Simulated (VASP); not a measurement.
Here is a VASP 6.6.1 calculation.

INCAR

```
ALGO = Normal
EDIFF = 1E-7
ENCUT = 520
ISIF = 2
ISMEAR = -1
LASPH = True
LCHARG = False
LREAL = False
LWAVE = False
NBANDS = 11
NELM = 80
PREC = Accurate
SIGMA = 0.1
```

KPOINTS

```
k-points
0
Gamma
  12 12 12
```

The input POSCAR:

```
Pt
1.0
    2.5702419731      0.0000000000      0.0000000000
    0.0000000000      2.5702419731      0.0000000000
    0.0000000000      0.0000000000      2.5702419731
Pt
1
Direct
    0.0000000000      0.0000000000      0.0000000000
```

Potentials or basis: VASP PAW LDA potentials, release 64 (Pt).

Command:

```console
$ cat potpaw_LDA.64/Pt/POTCAR > POTCAR
$ mpirun -np 1 vasp_std > vasp.out
```

(1) Predict the pressure.

(2) Predict the band gap on the k mesh.

Results:

(1) 0.4 GPa.

(2) zero (bands 5 and 6 overlap by 3.33 eV).

Caveat: spin-orbit coupling is left out, which moves the levels of the heavy elements.
